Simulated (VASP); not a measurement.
## Ga: single point with PBE

The system is Ga.

```xyz
1
Lattice="2.0358 0.0000 0.0000 0.0000 2.0358 0.0000 0.0000 0.0000 2.0358" Properties=species:S:1:pos:R:3 pbc="T T T"
Ga    0.0000    0.0000    0.0000
```

This isn't the form of Ga at room conditions, which is orthorhombic.

```json
{
  "Program": "VASP 6.6.1",
  "Task": "single point",
  "Functional": "PBE",
  "Potentials or basis": "VASP PAW PBE potentials, release 64 (Ga_d)",
  "Cutoff": "520 eV",
  "k mesh": "19 × 19 × 19",
  "Occupations": "fermi-dirac, width 0.05 eV",
  "Spin": "no spin polarisation",
  "Dipole correction": "no",
  "Further INCAR settings": "ALGO = Normal; EDIFF = 1e-06; NBANDS = 12"
}
```

The pressure is 335.3 GPa and the band gap on the k mesh is zero (an odd number of electrons rules out a gap without spin polarisation).

Levels at points of the mesh, in eV from the Fermi level:
```
           k point  band 4  band 5  band 6  band 7  band 8  band 9
(0.00, 0.00, 0.00)  -16.00  -16.00  -16.00   16.01   16.01   16.01
```

It took 21 s on 1 thread of Intel Xeon 8259CL (shared host), peak memory 0.13 GiB.

Caveat: the cell stands under pressure.
